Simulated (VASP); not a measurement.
# Te3MoF (P4/mmm) in VASP: single point with PBE

Aim: the single point of Te3MoF with PBE.

Everything below comes from runs of VASP 6.6.1. Logs are shortened: lines on timing, memory, paths and dates and some standing lists are left out, and cuts for length are marked.

### Step 1. The cell of the first run

Symmetry: P4/mmm, No. 123, tetragonal system. Conventional cell: a = 5.938 Å, b = 5.938 Å, c = 4.331 Å, α = 90.00°, β = 90.00°, γ = 90.00°. Within 3.9 Å of Te (site symmetry mmm) lie 2 Te at 2.97 Å and 2 Mo at 2.97 Å and 4 F at 3.67 Å. Within 3.9 Å of Te (site symmetry 4/mmm) lie 4 Te at 2.97 Å. Mo (site symmetry 4/mmm) has 2 F at 2.17 Å and 4 Te at 2.97 Å within 3.0 Å. Within 2.9 Å of F (site symmetry 4/mmm) lie 2 Mo at 2.17 Å.

The cell was built from a structure type or drawn by symmetry, and may not be a known phase.

### Step 2. Single point, PBE, collinear spin

Contents of INCAR:

```
SYSTEM = Te3MoF
ALGO = Normal ; EDIFF = 1E-6
ENCUT = 520 ; GGA = PE
ISIF = 2 ; ISMEAR = 0
ISPIN = 2 ; LASPH = .TRUE.
LCHARG = .TRUE. ; LELF = .TRUE.
LMAXMIX = 4 ; LORBIT = 11
LREAL = .FALSE. ; LVHAR = .TRUE.
LWAVE = .FALSE. ; MAGMOM = 0 0 0 1 0
NBANDS = 32 ; NELM = 150
PREC = Accurate ; SIGMA = 0.1
```

Contents of KPOINTS:

```
k-points
0
G
  4 4 4
  0 0 0
```

Contents of POSCAR:

```
Te3MoF
1.0
    5.9381819600      0.0000000000      0.0000000000
    0.0000000000      5.9381819600      0.0000000000
    0.0000000000      0.0000000000      4.3307243800
Te Mo F
3 1 1
Direct
    0.5000000000      0.0000000000      0.0000000000
    0.0000000000      0.5000000000      0.0000000000
    0.0000000000      0.0000000000      0.0000000000
    0.5000000000      0.5000000000      0.0000000000
    0.5000000000      0.5000000000      0.5000000000
```

Potentials or basis: VASP PAW PBE potentials, release 64 (Te, Mo_sv, F).

On the command line:

```
> cat potpaw_PBE.64/Te/POTCAR potpaw_PBE.64/Mo_sv/POTCAR potpaw_PBE.64/F/POTCAR > POTCAR
> mpirun -np 1 vasp_std > vasp.out
```

OUTCAR:

```text
SYSTEM = Te3MoF
   EDIFF = 1E-6
   ENCUT = 520
   GGA = PE
   ISIF = 2
   ISMEAR = 0
   ISPIN = 2
   LASPH = .TRUE.
   LORBIT = 11
   LREAL = .FALSE.
   NELM = 150
   PREC = Accurate

 ion  position               nearest neighbor table
   1  0.500  0.000  0.000-   3 2.97   4 2.97   4 2.97   3 2.97
   2  0.000  0.500  0.000-   3 2.97   4 2.97   3 2.97   4 2.97
   3  0.000  0.000  0.000-   1 2.97   2 2.97   2 2.97   1 2.97
   4  0.500  0.500  0.000-   5 2.17   5 2.17   1 2.97   2 2.97   1 2.97   2 2.97
   5  0.500  0.500  0.500-   4 2.17   4 2.17

  LATTYP: Found a simple tetragonal cell.
 ALAT       =     5.9381819600
 C/A-ratio  =     0.7293013938

  Lattice vectors:

 A1 = (   5.9381819600,   0.0000000000,   0.0000000000)
 A2 = (   0.0000000000,   5.9381819600,   0.0000000000)
 A3 = (   0.0000000000,   0.0000000000,   4.3307243800)

Analysis of symmetry for initial positions (statically):
=====================================================================
 Subroutine PRICEL returns:
 Original cell was already a primitive cell.

 Routine SETGRP: Setting up the symmetry group for a
 simple tetragonal supercell.

 Subroutine GETGRP returns: Found 16 space group operations
 (whereof 16 operations were pure point group operations)
 out of a pool of 16 trial point group operations.

The static configuration has the point symmetry D_4h.

Analysis of symmetry for dynamics (positions and initial velocities):
=====================================================================
 Subroutine PRICEL returns:
 Original cell was already a primitive cell.

 Routine SETGRP: Setting up the symmetry group for a
 simple tetragonal supercell.

 Subroutine GETGRP returns: Found 16 space group operations
 (whereof 16 operations were pure point group operations)
 out of a pool of 16 trial point group operations.

The dynamic configuration has the point symmetry D_4h.

Analysis of structural, dynamic, and magnetic symmetry:
=====================================================================
 Subroutine PRICEL returns:
 Original cell was already a primitive cell.

 Routine SETGRP: Setting up the symmetry group for a
 simple tetragonal supercell.

 Subroutine GETGRP returns: Found 16 space group operations
 (whereof 16 operations were pure point group operations)
 out of a pool of 16 trial point group operations.

The overall configuration has the point symmetry D_4h.

 Subroutine INISYM returns: Found 16 space group operations
 (whereof 16 operations are pure point group operations),
 and found     1 'primitive' translations

----------------------------------------------------------------------------------------

                                     Primitive cell

  volume of cell :     152.7100

  direct lattice vectors                    reciprocal lattice vectors
     5.938181960  0.000000000  0.000000000     0.168401711  0.000000000  0.000000000
     0.000000000  5.938181960  0.000000000     0.000000000  0.168401711  0.000000000
     0.000000000  0.000000000  4.330724380     0.000000000  0.000000000  0.230908253

  length of vectors
     5.938181960  5.938181960  4.330724380     0.168401711  0.168401711  0.230908253

  position of ions in fractional coordinates (direct lattice)
     0.500000000  0.000000000  0.000000000
     0.000000000  0.500000000  0.000000000
     0.000000000  0.000000000  0.000000000
     0.500000000  0.500000000  0.000000000
     0.500000000  0.500000000  0.500000000

  ion indices of the primitive-cell ions
   primitive index   ion index
                 1           1
                 2           2
                 3           3
                 4           4
                 5           5

----------------------------------------------------------------------------------------

 KPOINTS: k-points

Automatic generation of k-mesh.
 Grid dimensions read from file:
 generate k-points for:    4    4    4

 Generating k-lattice:

  Cartesian coordinates                     Fractional coordinates (reciprocal lattice)
     0.042100428  0.000000000  0.000000000     0.250000000  0.000000000  0.000000000
     0.000000000  0.042100428  0.000000000     0.000000000  0.250000000  0.000000000
     0.000000000  0.000000000  0.057727063     0.000000000  0.000000000  0.250000000

  Length of vectors
     0.042100428  0.042100428  0.057727063

  Shift w.r.t. Gamma in fractional coordinates (k-lattice)
     0.000000000  0.000000000  0.000000000

 Subroutine IBZKPT returns following result:
 ===========================================

 Found     18 irreducible k-points:

 Following reciprocal coordinates:
            Coordinates               Weight
  0.000000  0.000000  0.000000      1.000000
  0.250000  0.000000  0.000000      4.000000
  0.500000  0.000000  0.000000      2.000000
  0.250000  0.250000  0.000000      4.000000
  0.500000  0.250000  0.000000      4.000000
  0.500000  0.500000  0.000000      1.000000
[... 10 lines left out ...]
  0.500000  0.250000  0.500000      4.000000
  0.500000  0.500000  0.500000      1.000000
   k-points           NKPTS =     18   k-points in BZ     NKDIM =     18   number of bands    NBANDS=     32
   number of dos      NEDOS =    301   number of ions     NIONS =      5
   total plane-waves  NPLWV =  73728
   dimension x,y,z NGX =    48 NGY =   48 NGZ =   32
   dimension x,y,z NGXF=    96 NGYF=   96 NGZF=   64
   ions per type =               3   1   1
   NGX,Y,Z   is equivalent  to a cutoff of  13.44, 13.44, 12.28 a.u.
   NGXF,Y,Z  is equivalent  to a cutoff of  26.88, 26.88, 24.57 a.u.
 SYSTEM =  Te3MoF
   PREC   = accura    normal or accurate (medium, high low for compatibility)
   ISTART =      0    job   : 0-new  1-cont  2-samecut
   ICHARG =      2    charge: 1-file 2-atom 10-const
   ISPIN  =      2    spin polarized calculation?
   LNONCOLLINEAR =      F non collinear calculations
   LSORBIT =      F    spin-orbit coupling
   LASPH  =      T    aspherical Exc in radial PAW
   ENCUT  =  520.0 eV  38.22 Ry    6.18 a.u.  11.04 11.04  8.05*2*pi/ulx,y,z
   NELM   =    150;   NELMIN=  2; NELMDL= -5     # of ELM steps
   EDIFF  = 0.1E-05   stopping-criterion for ELM
   LREAL  =      F    real-space projection
   EDIFFG = 0.1E-04   stopping-criterion for IOM
   NSW    =      0    number of steps for IOM
   IBRION =     -1    ionic relax: 0-MD 1-quasi-New 2-CG
   NFREE  =      0    steps in history (QN), initial steepest desc. (CG)
   ISIF   =      2    stress and relaxation
   ISYM   =      2    0-nonsym 1-usesym 2-fastsym
   POTIM  = 0.5000    time-step for ionic-motion
   TEBEG  =    0.0;   TEEND  =   0.0 temperature during run
   PSTRESS=    0.0 pullay stress
   NELECT =      39.0000    total number of electrons
   NUPDOWN=      -1.0000    fix difference up-down
   EMIN   =  10.00;   EMAX   =-10.00  energy-range for DOS
   EFERMI =   0.00;   METHOD = LEGACY
   ISMEAR =     0;   SIGMA  =   0.10  broadening in eV -4-tet -1-fermi 0-gaus
   EFERMI_NEDOS =   21; number of points for ismear=-14 and -15
   IALGO  =     38    algorithm
   IMIX   =      4    mixing-type and parameters
     AMIX     =   0.40;   BMIX     =  1.00
     AMIX_MAG =   1.60;   BMIX_MAG =  1.00
  volume/ion in A,a.u.               =      30.54       206.11
  Fermi-wavevector in a.u.,A,eV,Ry     =   1.038661  1.962785 14.678194  1.078817
  Thomas-Fermi vector in A             =   2.173156
   LORBIT       =     11    0 simple, 1 ext, 2 COOP (PROOUT), +10 PAW based schemes
   GGA     = PE    functional components
   LHFCALC =     F    Hartree Fock is set to
   AEXX    =    0.0000 exact exchange contribution
   IVDW    =     0    specifies the selected vdW correction
   LEPSILON=     F    determine dielectric tensor
   LRPA    =     F    only Hartree local field effects (RPA)
 spin polarized calculation
 Gauss-broadening in eV      SIGMA  =   0.10
  energy-cutoff  :      520.00
  volume of cell :      152.71
 maximum number of plane-waves:      4134
 NGX is ok and might be reduce to    48
   NGX = 23   NGY = 23   NGZ = 17

 number of electron      38.9999985 magnetization      -0.8783725

 number of electron      38.9999985 magnetization       2.7400078

 Free energy of the ion-electron system (eV)
  ---------------------------------------------------
  ext. energy  EPLUGINS =         0.00000000
  ---------------------------------------------------
  free energy    TOTEN  =       -23.48865138 eV

  energy without entropy =      -23.47282491  energy(sigma->0) =      -23.48073814

 E-fermi :   4.1789     XC(G=0):  -8.7123

 val. band max:        4.1539201529   @ k =   0.5000   0.0000   0.2500
 cond. band min:       4.1864255381   @ k =   0.2500   0.2500   0.2500
 fundamental gap:      0.0325053853
 Fermi energy:         4.1788706165

 spin component 1

 k-point     1 :       0.0000    0.0000    0.0000
  band No.  band energies     occupation
      1     -58.0928      1.00000
      2     -32.3246      1.00000
      3     -32.1848      1.00000
      4     -32.1848      1.00000
      5     -19.7002      1.00000
      6      -8.2846      1.00000
[... 601 lines left out ...]
     30      11.9576      0.00000
     31      11.9576      0.00000
 Fermi energy:         4.1788706165

 spin component 2

 k-point     1 :       0.0000    0.0000    0.0000
  band No.  band energies     occupation
      1     -56.3451      1.00000
      2     -30.5174      1.00000
      3     -30.1909      1.00000
      4     -30.1909      1.00000
      5     -19.5782      1.00000
      6      -8.3081      1.00000
[... 601 lines left out ...]
     30      11.9299      0.00000
     31      11.9299      0.00000
 [bands above 31 left out]

------------------------ aborting loop because EDIFF is reached ----------------------------------------

  FORCE on cell =-STRESS in cart. coord.  units (eV):
  Direction    XX          YY          ZZ          XY          YZ          ZX
  --------------------------------------------------------------------------------------
  -------------------------------------------------------------------------------------
  Total       -1.0972179     -1.0972179     -5.4391557      0.0000000      0.0000000      0.0000000
  in kB      -11.5116063    -11.5116063    -57.0656178      0.0000000      0.0000000      0.0000000
  external PRESSURE =     -26.6962768 kB  Pullay stress =       0.0000000 kB

 VOLUME and BASIS-vectors are now :
 -----------------------------------------------------------------------------
  energy-cutoff  :      520.00
  volume of cell :      152.71
      direct lattice vectors                 reciprocal lattice vectors
     5.938181960  0.000000000  0.000000000     0.168401711  0.000000000  0.000000000
     0.000000000  5.938181960  0.000000000     0.000000000  0.168401711  0.000000000
     0.000000000  0.000000000  4.330724380     0.000000000  0.000000000  0.230908253

 POSITION                                       TOTAL-FORCE (eV/Angst)
 -----------------------------------------------------------------------------------
      2.96909      0.00000      0.00000         0.000000      0.000000      0.000000
      0.00000      2.96909      0.00000         0.000000      0.000000      0.000000
      0.00000      0.00000      0.00000         0.000000      0.000000      0.000000
      2.96909      2.96909      0.00000         0.000000      0.000000      0.000000
      2.96909      2.96909      2.16536         0.000000      0.000000      0.000000
 -----------------------------------------------------------------------------------
    total drift:                                0.000000     -0.000000      0.000000

  FREE ENERGIE OF THE ION-ELECTRON SYSTEM (eV)
  ---------------------------------------------------
  free  energy   TOTEN  =       -23.4886513792 eV

  energy  without entropy=      -23.4728249062  energy(sigma->0) =      -23.48073814

 total charge

# of ion       s       p       d       tot
------------------------------------------
    1        1.393   1.896   0.039   3.328
    2        1.393   1.896   0.039   3.328
    3        1.430   1.827   0.050   3.307
    4        2.206   6.065   3.683  11.954
    5        1.731   4.332   0.000   6.064
--------------------------------------------------
tot          8.154  16.016   3.811  27.982

 magnetization (x)

# of ion       s       p       d       tot
------------------------------------------
    1        0.001  -0.131   0.008  -0.121
    2        0.001  -0.131   0.008  -0.121
    3       -0.003   0.033   0.001   0.031
    4        0.041   0.018   2.570   2.630
    5        0.000   0.060   0.000   0.060
--------------------------------------------------
tot          0.041  -0.150   2.588   2.479
```

It took 9.8 min on 1 thread of Intel Xeon 8259CL, shared host; peak memory 0.41 GiB.

What came out:

```yaml
Free_energy: -23.4887 eV
Pressure: -2.7 GPa
Net_moment: 2.74 μB per cell
Site_moments: Te -0.12, +0.03 (each value once); Mo +2.63; F +0.06 μB
Valence_electrons_inside_the_program's_atomic_spheres: Te 3.33, 3.31 (each value once); Mo 11.95; F 6.06
```

Levels at points of the mesh, in eV from the Fermi level:
Spin up:
```csv
k point,band 18,band 19,band 20,band 21,band 22,band 23,band 24,band 25
"(0.00, 0.00, 0.00)",-1.44,-1.44,-0.85,-0.24,0.07,1.31,2.49,4.36
"(0.50, 0.00, 0.00)",-1.03,-0.80,-0.63,-0.31,-0.12,1.10,1.21,4.68
"(0.50, 0.50, 0.00)",-0.81,-0.81,-0.47,0.47,0.47,0.76,0.89,3.13
"(0.00, 0.00, 0.50)",-1.45,-0.81,-0.47,-0.47,-0.14,0.42,4.54,4.54
"(0.50, 0.00, 0.50)",-0.85,-0.84,-0.64,-0.47,0.05,0.18,3.35,4.54
"(0.50, 0.50, 0.50)",-1.00,-0.63,-0.63,-0.04,-0.04,1.04,3.17,3.26
```
Spin down:
| k point | band 14 | band 15 | band 16 | band 17 | band 18 | band 19 | band 20 | band 21 | band 22 | band 23 |
| --- | --- | --- | --- | --- | --- | --- | --- | --- | --- | --- |
| (0.00, 0.00, 0.00) | -1.73 | -1.55 | -1.55 | -0.14 | 0.23 | 0.72 | 0.81 | 0.81 | 1.10 | 1.23 |
| (0.50, 0.00, 0.00) | -2.10 | -1.55 | -0.82 | -0.62 | -0.49 | 0.37 | 0.82 | 0.94 | 1.05 | 1.83 |
| (0.50, 0.50, 0.00) | -1.21 | -1.15 | -0.96 | -0.96 | -0.80 | -0.80 | -0.45 | 1.68 | 1.68 | 2.00 |
| (0.00, 0.00, 0.50) | -3.52 | -1.65 | -1.56 | -1.56 | -0.21 | 0.34 | 0.77 | 1.54 | 1.54 | 1.70 |
| (0.50, 0.00, 0.50) | -2.87 | -2.18 | -2.16 | -0.66 | -0.65 | -0.45 | 0.99 | 1.23 | 1.57 | 2.04 |
| (0.50, 0.50, 0.50) | -2.13 | -1.95 | -1.95 | -1.05 | -0.98 | -0.61 | -0.61 | 2.02 | 2.02 | 2.24 |

Caveat: the k points lie up to 0.36 Å⁻¹ apart; spin-orbit coupling is left out, which moves the levels of the heavy elements.
